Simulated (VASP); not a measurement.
Lu:

```
Lu
1.0
     3.34363    0.00000    0.00000
    -1.67182    2.89567    0.00000
     0.00000    0.00000    3.20063
Lu
1
Direct
  0.00000 0.00000 0.50000
```

The cell was built from a structure type or drawn by symmetry, and may not be a known phase.

- Program: VASP 6.6.1
- Task: relaxation of cell and atoms
- Functional: PBE
- Potentials or basis: VASP PAW PBE potentials, release 64 (Lu)
- Cutoff: 600 eV
- k mesh: 21 × 21 × 18
- Occupations: gaussian, width 0.1 eV
- Spin: no spin polarisation

At the start: pressure -0.0 GPa; volume 30.99 Å³/atom.

How do energy, volume and symmetry change on relaxing?

Over 5 steps the energy falls by 6.5 meV/atom and the volume is 31.20 Å³/atom (+0.7 %); space group P6/mmm (No. 191, to 0.1 Å) before and after.

Step by step:
```
step  energy change (eV)  largest force (eV/Å)  pressure (GPa)  volume (Å³)
   1              0.0000                0.0000           -0.03        30.99
   2             -0.0064                0.0000            0.15        30.95
   3             -0.0064                0.0000            0.34        30.95
   4             -0.0064                0.0000            0.29        30.95
   5             -0.0065                0.0000           -0.03        31.20
```

Final structure:
```
Lu
1.0
     3.31494    0.00000    0.00000
    -1.65747    2.87082    0.00000
     0.00000    0.00000    3.27853
Lu
1
Direct
  0.00000 0.00000 0.50000
```
